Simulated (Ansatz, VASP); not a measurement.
Ga: VASP beside Ansatz

The input POSCAR:

```
Ga
1.0
    2.2318501700     -3.7932285796      0.0000000000
    2.2318501700      3.7932285796      0.0000000000
    0.0000000000      0.0000000000      4.5346411306
Ga
4
Direct
    0.8442341977      0.1557658023      0.0855794111
    0.6557658023      0.3442341977      0.5855794111
    0.1557658023      0.8442341977      0.9144205889
    0.3442341977      0.6557658023      0.4144205889
```

The input INCAR.step1:

```
ALGO     = Normal         # electronic algorithm
EDIFF    = 1E-4           # SCF threshold, eV
ENCUT    = 520            # plane-wave cutoff, eV
GGA      = PE             # functional
ISMEAR   = -1             # smearing method
LASPH    = True           # aspherical terms in the spheres
LCHARG   = False          # write CHGCAR
LREAL    = False          # projectors in reciprocal space
LWAVE    = True           # write WAVECAR
NBANDS   = 34             # bands
NELM     = 60             # most SCF steps
PREC     = Accurate       # precision mode
SIGMA    = 0.1            # smearing width, eV
```

INCAR.step2

```
ALGO     = Normal         # electronic algorithm
EDIFF    = 1E-6           # SCF threshold, eV
ENCUT    = 520            # plane-wave cutoff, eV
ISIF     = 2              # what is computed and relaxed
ISMEAR   = -1             # smearing method
ISTART   = 1            
LASPH    = True           # aspherical terms in the spheres
LCHARG   = True           # write CHGCAR
LELF     = True           # ELF
LMIXTAU  = True         
LREAL    = False          # projectors in reciprocal space
LVHAR    = True         
LWAVE    = False          # write WAVECAR
METAGGA  = R2SCAN         # meta-GGA
NBANDS   = 34             # bands
NELM     = 60             # most SCF steps
PREC     = Accurate       # precision mode
SIGMA    = 0.1            # smearing width, eV
```

Contents of KPOINTS:

```
k-points
0
Gamma
  8 8 7
```

Input for Ansatz:

```yaml
crystal:
  lattice:
    - [2.23185017, -3.7932285796, 0.0]
    - [2.23185017, 3.7932285796, 0.0]
    - [0.0, 0.0, 4.5346411306]
  atoms:
    - { symbol: Ga, position: [0.8442341977, 0.1557658023, 0.0855794111] }
    - { symbol: Ga, position: [0.6557658023, 0.3442341977, 0.5855794111] }
    - { symbol: Ga, position: [0.1557658023, 0.8442341977, 0.9144205889] }
    - { symbol: Ga, position: [0.3442341977, 0.6557658023, 0.4144205889] }
hamiltonian:
  xc: r2scan
  pseudopotentials:
    kind: paw
    azcp:
      Ga: "pseudopotentials/Ga.paw.azcp"
basis:
  ecutwfc: 600
  fft_grid_basis: typed
kpoints:
  mp_grid: { grid: [8, 8, 7], shift: [0, 0, 0] }
magnetization:
  spin_polarized: false
scf:
  occupations: { method: fermi_dirac, width: 0.1 }
  lower_state_search: "off"
output:
  stress: true
```

Alike in both runs: task single point; functional r2SCAN; k mesh 8 × 8 × 7; occupations fermi-dirac, width 0.1 eV; no spin polarisation.

|  | VASP | Ansatz |
| --- | --- | --- |
| version | VASP 6.6.1 | Ansatz 0.2.0 |
| potentials or method | VASP PAW PBE potentials, release 64 (Ga_d), cutoff 520 eV | plane waves (600 eV) with PAW, scalar-relativistic |
| valence electrons in the cell | 52 | 52 |

|  | VASP | Ansatz | Ansatz less VASP |
| --- | --- | --- | --- |
| pressure (GPa) | 0.1 | 0.0 | -0.15 |
| traceless stress, the component that is largest in VASP (GPa) | -0.07 | -0.01 | +0.060 |

VASP's potentials were made for PBE, not for r2SCAN.
